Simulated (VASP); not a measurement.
MoN2, 6 atoms in the cell. Symmetry: P4bm, No. 100, tetragonal system. Conventional cell: a = 4.287 Å, b = 4.287 Å, c = 2.728 Å, α = 90.00°, β = 90.00°, γ = 90.00°. Mo (site symmetry 4) has 8 N at 1.96 to 2.50 Å within 2.6 Å. N (site symmetry m) has 1 N at 1.37 Å within 1.8 Å.  This cell differs from its parent crystal: all N atoms moved +0.438 Å, as atom 3 along Cartesian [0 0 1].

| Property | Result |
| --- | --- |
| Program | VASP 6.6.1 |
| Task | single point |
| Functional | PBEsol |
| Potentials or basis | VASP PAW PBE potentials, release 64 (Mo_sv, N) |
| Cutoff | 520 eV |
| k mesh | 12 × 12 × 18 |
| Occupations | gaussian, width 0.15 eV |
| Spin | no spin polarisation |
| Dipole correction | no |
| Further INCAR settings | ALGO = Normal; EDIFF = 1e-06; NBANDS = 33 |

Potentials or basis: VASP PAW PBE potentials, release 64 (Mo_sv, N).

Launch:

```sh
$ cat potpaw_PBE.64/Mo_sv/POTCAR potpaw_PBE.64/N/POTCAR > POTCAR
$ mpirun -np 1 vasp_std > vasp.out
```

Hardware: 1 thread of Intel(R) Xeon(R) Platinum 8488C (Sapphire Rapids), on a shared host.

Task: Estimate the wall time of this run.

Result: It took 4.3 min on 1 thread of Intel(R) Xeon(R) Platinum 8488C (Sapphire Rapids), with other jobs on the host, peak memory 0.43 GiB. Counts: scf iterations 13, k points 280.
